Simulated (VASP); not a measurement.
A run of VASP 6.6.1:

INCAR

```
ALGO     = Normal         # electronic algorithm
EDIFF    = 1E-7           # SCF threshold, eV
EDIFFG   = -0.1           # ionic threshold
ENCUT    = 600            # plane-wave cutoff, eV
GGA      = PE             # functional
GGA_COMPAT= F            
IBRION   = 2              # ionic algorithm
ISIF     = 3              # what is computed and relaxed
ISMEAR   = -1             # smearing method
LASPH    = T              # aspherical terms in the spheres
LCHARG   = F              # write CHGCAR
LREAL    = F              # projectors in reciprocal space
LWAVE    = F              # write WAVECAR
NELM     = 120            # most SCF steps
NELMIN   = 4            
NSW      = 60             # ionic steps
PREC     = Accurate       # precision mode
SIGMA    = 0.1            # smearing width, eV
```

KPOINTS

```
k-points
0
Gamma
  6 6 6
```

Contents of POSCAR:

```
SrO
1.0
    0.0000000000      2.5302430000      2.5302430000
    2.5302430000      0.0000000000      2.5302430000
    2.5302430000      2.5302430000      0.0000000000
Sr O
1 1
Direct
    0.0000000000      0.0000000000      0.0000000000
    0.5000000000      0.5000000000      0.5000000000
```

Potentials or basis: VASP PAW PBE potentials, release 64 (Sr_sv, O).

Launch:

```sh
$ cat potpaw_PBE.64/Sr_sv/POTCAR potpaw_PBE.64/O/POTCAR > POTCAR
$ mpirun -np 1 vasp_std > vasp.out
```

Hardware: 1 thread of Intel Xeon 8259CL, on a shared host.

Problem. Estimate the wall time of this run.

Solution. Run time: 45 s on 1 thread of Intel Xeon 8259CL, with other jobs on the host, peak memory 0.17 GiB. Counts: scf iterations 37, k points 16, ion steps 3.
